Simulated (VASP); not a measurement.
# Cu5Ru2Au (P1) in VASP: single point with PBE

Aim: the single point of Cu5Ru2Au with PBE.

Program: VASP 6.6.1. These are calculated values, not measurements. Logs are shortened: lines on timing, memory, paths and dates and some standing lists are left out, and cuts for length are marked.

### Step 1. The cell of the first run

The typed cell holds 16 atoms: a = 6.465 Å, b = 6.527 Å, c = 6.554 Å, α = 108.61°, β = 113.43°, γ = 105.54°.

### Step 2. Single point, PBE

Input file INCAR:

```
PREC = Accurate
ENCUT = 520
EDIFF = 1E-7
ISMEAR = 0
SIGMA = 0.1
LREAL = Auto
LASPH = True
NELM = 80
ALGO = Fast
ISIF = 2
LWAVE = False
LCHARG = True
GGA = PE
LELF = True
LVHAR = True
NBANDS = 108
ISYM = 0
```

Input file KPOINTS:

```
Automatic mesh
0
Gamma
  3 3 3
```

Input file POSCAR:

```
Cu5Ru2Au
1.0
   -3.7511112962      3.9039896523     -3.5330063722
    3.8029124071      3.9564695989      3.5336852079
    3.8290508304     -3.9046684879     -3.6116247421
Cu Ru Au
10 4 2
Direct
    0.2574694429     -0.0032581182      0.7394484755
    0.4895557970      0.9963624738      0.5071547615
    0.7345735748      0.4773440744      0.7431591721
    0.2632380817      0.2583217638      0.5026600656
    0.5069922696      0.7482279763      0.7626270403
    0.0131138397      0.5024594769      0.4888399464
    1.0082711790      1.0285728720      0.0163979047
    0.2415828134      0.4993219679      0.2563482763
    0.7554001421      0.2579113715     -0.0007988720
    0.4904510719      0.4828970531      0.9926568059
    1.0000303969      0.2431197661      0.7402368352
    0.7690589384      0.0249576402      0.2746764340
    0.5076330261      0.2386954714      0.2435971138
   -0.0253201497      0.7626633911      0.2371483454
    0.7422094783      0.7386411986      0.5117044782
    0.2391698161      0.7419394193     -0.0043854491
```

Potentials or basis: VASP PAW PBE potentials, release 64 (Cu, Ru_pv, Au).

The run is started by

```
> cat potpaw_PBE.64/Cu/POTCAR potpaw_PBE.64/Ru_pv/POTCAR potpaw_PBE.64/Au/POTCAR > POTCAR
> mpirun -np 1 vasp_std > vasp.out
```

OUTCAR:

```text
PREC = Accurate
   ENCUT = 520
   EDIFF = 1E-7
   ISMEAR = 0
   LREAL = Auto
   LASPH = True
   NELM = 80
   ISIF = 2
   GGA = PE
   ISYM = 0

 ion  position               nearest neighbor table
   1  0.257  0.997  0.739-   2 2.53   5 2.57  11 2.61   9 2.65  14 2.65   4 2.65  13 2.66  10 2.68
                             6 2.73  16 2.73  15 2.76
   2  0.490  0.996  0.507-   1 2.53   4 2.53   9 2.60  15 2.64   3 2.65   5 2.67  13 2.70  16 2.70
                            11 2.72  14 2.72   8 2.74  12 2.79
   3  0.735  0.477  0.743-   4 2.49   9 2.52  11 2.59   5 2.59  15 2.62  14 2.64  13 2.65   2 2.65
                            10 2.69  16 2.69
   4  0.263  0.258  0.503-   3 2.49   2 2.53   6 2.55   7 2.56   8 2.58  10 2.59  12 2.63   1 2.65
                             5 2.70  11 2.73  13 2.74  14 2.75
   5  0.507  0.748  0.763-   1 2.57   3 2.59   6 2.62  10 2.64  15 2.64   2 2.67   8 2.67   7 2.69
                             4 2.70  12 2.71  16 2.73
   6  0.013  0.502  0.489-   8 2.51   4 2.55   9 2.58   5 2.62  15 2.64  12 2.64  16 2.69  13 2.70
                            14 2.71  11 2.72   1 2.73
   7  0.008  0.029  0.016-   9 2.49   4 2.56   8 2.60  14 2.61  11 2.61  13 2.65   5 2.69  15 2.69
                            16 2.69  12 2.71
   8  0.242  0.499  0.256-   6 2.51   9 2.58   4 2.58   7 2.60  15 2.65   5 2.67  16 2.67  13 2.73
                            11 2.73  14 2.74   2 2.74  10 2.79
   9  0.755  0.258  0.999-   7 2.49   3 2.52  10 2.53   8 2.58   6 2.58   2 2.60   1 2.65  13 2.68
                            12 2.70  11 2.74  14 2.79
  10  0.490  0.483  0.993-   9 2.53   4 2.59  11 2.60  14 2.60  13 2.62  16 2.64   5 2.64   1 2.68
                             3 2.69  15 2.74   8 2.79  12 2.99
  11  0.000  0.243  0.740-  12 2.46   3 2.59  10 2.60   1 2.61   7 2.61   2 2.72   6 2.72   4 2.73
                             8 2.73   9 2.74  16 2.75  15 2.79
  12  0.769  0.025  0.275-  14 2.44  13 2.45  11 2.46   4 2.63   6 2.64   9 2.70   7 2.71   5 2.71
                             2 2.79  15 2.80  16 2.82  10 2.99
  13  0.508  0.239  0.244-  12 2.45  10 2.62   3 2.65   7 2.65   1 2.66   9 2.68   6 2.70   2 2.70
                             8 2.73   4 2.74  16 2.75  15 2.76
  14  0.975  0.763  0.237-  12 2.44  10 2.60   7 2.61   3 2.64   1 2.65   6 2.71   2 2.72   8 2.74
                             4 2.75  16 2.75  15 2.78   9 2.79
  15  0.742  0.739  0.512-   3 2.62   2 2.64   6 2.64   5 2.64   8 2.65   7 2.69  10 2.74   1 2.76
                            13 2.76  14 2.78  11 2.79  12 2.80  16 3.49
  16  0.239  0.742  0.996-  10 2.64   8 2.67   6 2.69   3 2.69   7 2.69   2 2.70   1 2.73   5 2.73
                            13 2.75  11 2.75  14 2.75  12 2.82  15 3.49

IMPORTANT INFORMATION: All symmetrisations will be switched off!
NOSYMM: (Re-)initialisation of all symmetry stuff for point group C_1.

----------------------------------------------------------------------------------------

                                     Primitive cell

  volume of cell :     214.2724

  direct lattice vectors                    reciprocal lattice vectors
    -3.751111296  3.903989652 -3.533006372    -0.002293409  0.127246234 -0.140002347
     3.802912407  3.956469599  3.533685208     0.130184604  0.126360980  0.001408155
     3.829050830 -3.904668488 -3.611624742     0.129618682 -0.000842233 -0.138551171

  length of vectors
     6.464836053  6.527076345  6.553769872     0.189202329  0.181430734  0.189731756

  position of ions in fractional coordinates (direct lattice)
     0.257469443  0.996741882  0.739448475
     0.489555797  0.996362474  0.507154761
     0.734573575  0.477344074  0.743159172
     0.263238082  0.258321764  0.502660066
     0.506992270  0.748227976  0.762627040
     0.013113840  0.502459477  0.488839946
[... 8 lines left out ...]
     0.742209478  0.738641199  0.511704478
     0.239169816  0.741939419  0.995614551

  ion indices of the primitive-cell ions
   primitive index   ion index
                 1           1
                 2           2
                 3           3
                 4           4
                 5           5
                 6           6
[... 8 lines left out ...]
                15          15
                16          16

----------------------------------------------------------------------------------------

 KPOINTS: Automatic mesh

Automatic generation of k-mesh.
 Grid dimensions read from file:
 generate k-points for:    3    3    3

 Generating k-lattice:

  Cartesian coordinates                     Fractional coordinates (reciprocal lattice)
    -0.000764470  0.042415411 -0.046667449     0.333333333  0.000000000 -0.000000000
     0.043394868  0.042120327  0.000469385     0.000000000  0.333333333 -0.000000000
     0.043206227 -0.000280744 -0.046183724     0.000000000  0.000000000  0.333333333

  Length of vectors
     0.063067443  0.060476911  0.063243919

  Shift w.r.t. Gamma in fractional coordinates (k-lattice)
     0.000000000  0.000000000  0.000000000

 Subroutine IBZKPT returns following result:
 ===========================================

 Found     14 irreducible k-points:

 Following reciprocal coordinates:
            Coordinates               Weight
  0.000000  0.000000  0.000000      1.000000
  0.333333  0.000000  0.000000      2.000000
 -0.000000  0.333333  0.000000      2.000000
  0.333333  0.333333  0.000000      2.000000
 -0.333333  0.333333 -0.000000      2.000000
 -0.000000  0.000000  0.333333      2.000000
  0.333333  0.000000  0.333333      2.000000
 -0.333333  0.000000  0.333333      2.000000
 -0.000000  0.333333  0.333333      2.000000
  0.333333  0.333333  0.333333      2.000000
 -0.333333  0.333333  0.333333      2.000000
 -0.000000 -0.333333  0.333333      2.000000
  0.333333 -0.333333  0.333333      2.000000
 -0.333333 -0.333333  0.333333      2.000000
   k-points           NKPTS =     14   k-points in BZ     NKDIM =     14   number of bands    NBANDS=    108
   number of dos      NEDOS =    301   number of ions     NIONS =     16
   total plane-waves  NPLWV = 120000
   dimension x,y,z NGX =    48 NGY =   50 NGZ =   50
   dimension x,y,z NGXF=    96 NGYF=  100 NGZF=  100
   ions per type =              10   4   2
   NGX,Y,Z   is equivalent  to a cutoff of  12.34, 12.74, 12.68 a.u.
   NGXF,Y,Z  is equivalent  to a cutoff of  24.69, 25.47, 25.37 a.u.
 SYSTEM =  unknown system
   PREC   = accura    normal or accurate (medium, high low for compatibility)
   ISTART =      0    job   : 0-new  1-cont  2-samecut
   ICHARG =      2    charge: 1-file 2-atom 10-const
   ISPIN  =      1    spin polarized calculation?
   LNONCOLLINEAR =      F non collinear calculations
   LSORBIT =      F    spin-orbit coupling
   LASPH  =      T    aspherical Exc in radial PAW
   ENCUT  =  520.0 eV  38.22 Ry    6.18 a.u.  12.02 12.14 12.19*2*pi/ulx,y,z
   NELM   =     80;   NELMIN=  2; NELMDL= -5     # of ELM steps
   EDIFF  = 0.1E-06   stopping-criterion for ELM
   LREAL  =      T    real-space projection
   EDIFFG = 0.1E-05   stopping-criterion for IOM
   NSW    =      0    number of steps for IOM
   IBRION =     -1    ionic relax: 0-MD 1-quasi-New 2-CG
   NFREE  =      0    steps in history (QN), initial steepest desc. (CG)
   ISIF   =      2    stress and relaxation
   ISYM   =      0    0-nonsym 1-usesym 2-fastsym
   POTIM  = 0.5000    time-step for ionic-motion
   TEBEG  =    0.0;   TEEND  =   0.0 temperature during run
   PSTRESS=    0.0 pullay stress
   NELECT =     188.0000    total number of electrons
   NUPDOWN=      -1.0000    fix difference up-down
   EMIN   =  10.00;   EMAX   =-10.00  energy-range for DOS
   EFERMI =   0.00;   METHOD = LEGACY
   ISMEAR =     0;   SIGMA  =   0.10  broadening in eV -4-tet -1-fermi 0-gaus
   EFERMI_NEDOS =   21; number of points for ismear=-14 and -15
   IALGO  =     68    algorithm
   IMIX   =      4    mixing-type and parameters
     AMIX     =   0.40;   BMIX     =  1.00
     AMIX_MAG =   1.60;   BMIX_MAG =  1.00
  volume/ion in A,a.u.               =      13.39        90.37
  Fermi-wavevector in a.u.,A,eV,Ry     =   1.567252  2.961676 33.419685  2.456278
  Thomas-Fermi vector in A             =   2.669459
   LORBIT       =      0    0 simple, 1 ext, 2 COOP (PROOUT), +10 PAW based schemes
   GGA     = PE    functional components
   LHFCALC =     F    Hartree Fock is set to
   AEXX    =    0.0000 exact exchange contribution
   IVDW    =     0    specifies the selected vdW correction
   LEPSILON=     F    determine dielectric tensor
   LRPA    =     F    only Hartree local field effects (RPA)
 non-spin polarized calculation
 RMM-DIIS sequential band-by-band and
 Gauss-broadening in eV      SIGMA  =   0.10
  energy-cutoff  :      520.00
  volume of cell :      214.27
 maximum number of plane-waves:      5788
   NGX = 25   NGY = 25   NGZ = 25

 number of electron     188.0000006 magnetization

 Free energy of the ion-electron system (eV)
  ---------------------------------------------------
  ext. energy  EPLUGINS =         0.00000000
  ---------------------------------------------------
  free energy    TOTEN  =       -76.86662762 eV

  energy without entropy =      -76.79362733  energy(sigma->0) =      -76.83012747

 E-fermi :   8.6599     XC(G=0): -12.8703

 val. band max:        8.6463636383   @ k =   0.3333   0.0000   0.0000
 cond. band min:       8.6616471291   @ k =   0.3333   0.3333   0.3333
 fundamental gap:      0.0152834908
 Fermi energy:         8.6598714593

 k-point     1 :       0.0000    0.0000    0.0000
  band No.  band energies     occupation
      1     -34.8841      2.00000
      2     -34.5839      2.00000
      3     -34.3414      2.00000
      4     -33.8045      2.00000
      5     -33.6934      2.00000
      6     -33.6234      2.00000
[... 98 lines left out ...]
    105      10.6415      0.00000
    106      10.7210      0.00000

 k-point     2 :       0.3333    0.0000    0.0000
  band No.  band energies     occupation
      1     -34.8839      2.00000
      2     -34.5838      2.00000
      3     -34.3415      2.00000
      4     -33.8038      2.00000
      5     -33.6949      2.00000
      6     -33.6234      2.00000
[... 1300 lines left out ...]
 k-point    14 :      -0.3333   -0.3333    0.3333
  band No.  band energies     occupation
      1     -34.8839      2.00000
      2     -34.5837      2.00000
      3     -34.3415      2.00000
      4     -33.8052      2.00000
      5     -33.6934      2.00000
      6     -33.6228      2.00000
[... 98 lines left out ...]
    105      13.2224      0.00000
    106      13.4289      0.00000
 [bands above 106 left out]

------------------------ aborting loop because EDIFF is reached ----------------------------------------

  FORCE on cell =-STRESS in cart. coord.  units (eV):
  Direction    XX          YY          ZZ          XY          YZ          ZX
  --------------------------------------------------------------------------------------
  -------------------------------------------------------------------------------------
  Total        0.2859674      0.3671351      0.3359126     -0.0327402      0.0090145     -0.0319367
  in kB        2.1382621      2.7451770      2.5117167     -0.2448083      0.0674039     -0.2388004
  external PRESSURE =       2.4650519 kB  Pullay stress =       0.0000000 kB

 VOLUME and BASIS-vectors are now :
 -----------------------------------------------------------------------------
  energy-cutoff  :      520.00
  volume of cell :      214.27
      direct lattice vectors                 reciprocal lattice vectors
    -3.751111296  3.903989652 -3.533006372    -0.002293409  0.127246234 -0.140002347
     3.802912407  3.956469599  3.533685208     0.130184604  0.126360980  0.001408155
     3.829050830 -3.904668488 -3.611624742     0.129618682 -0.000842233 -0.138551171

 POSITION                                       TOTAL-FORCE (eV/Angst)
 -----------------------------------------------------------------------------------
      5.65611      2.06144     -0.05808         0.018679     -0.015388     -0.004657
      3.89462      3.87303     -0.04043        -0.015231      0.001725     -0.001245
      1.90542      1.85457     -3.59248        -0.005931      0.014463     -0.001584
      1.91965      0.08700     -1.83261        -0.000923     -0.000406     -0.002060
      3.86380      1.96183     -1.90153        -0.000155      0.005514     -0.002812
      3.73341      0.13040     -0.03630         0.008476     -0.003585      0.000630
[... 8 lines left out ...]
      1.98422      3.82195     -1.86019        -0.001274      0.001178      0.008959
      5.73664     -0.01837     -1.81899         0.004038     -0.007354     -0.008530
 -----------------------------------------------------------------------------------
    total drift:                               -0.000393     -0.001001      0.001880

  FREE ENERGIE OF THE ION-ELECTRON SYSTEM (eV)
  ---------------------------------------------------
  free  energy   TOTEN  =       -76.8666276154 eV

  energy  without entropy=      -76.7936273317  energy(sigma->0) =      -76.83012747
```

Wall time 14 min (1 thread of Intel Xeon Platinum 8488C (Sapphire Rapids), shared host); peak memory 0.47 GiB.

What came out:

```yaml
Free_energy: -76.8666 eV
Pressure: 0.2 GPa
Largest_force: 0.025 eV/Å
Band_gap_on_the_k_mesh: zero (bands 94 and 95 overlap by 0.34 eV)
```

Forces in eV/Å, atoms in the order of the input:
```
Cu   0.019 -0.015 -0.005
Cu  -0.015  0.002 -0.001
Cu  -0.006  0.014 -0.002
Cu  -0.001  0.000 -0.002
Cu   0.000  0.006 -0.003
Cu   0.008 -0.004  0.001
Cu  -0.014  0.002  0.003
Cu  -0.006  0.007 -0.001
Cu   0.001  0.004  0.000
Cu   0.012  0.001 -0.001
Ru   0.007  0.006  0.003
Ru  -0.015 -0.019 -0.001
Ru   0.006 -0.010  0.007
Ru   0.002  0.013  0.001
Au  -0.001  0.001  0.009
Au   0.004 -0.007 -0.009
```

Levels at points of the mesh, in eV from the Fermi level:
```csv
k point,band 90,band 91,band 92,band 93,band 94,band 95,band 96,band 97,band 98,band 99
"(0.00, 0.00, 0.00)",-0.27,-0.20,-0.10,0.01,0.25,0.37,0.48,0.62,0.88,1.01
```

Caveat: the k points lie up to 0.40 Å⁻¹ apart; spin-orbit coupling is left out, which moves the levels of the heavy elements.
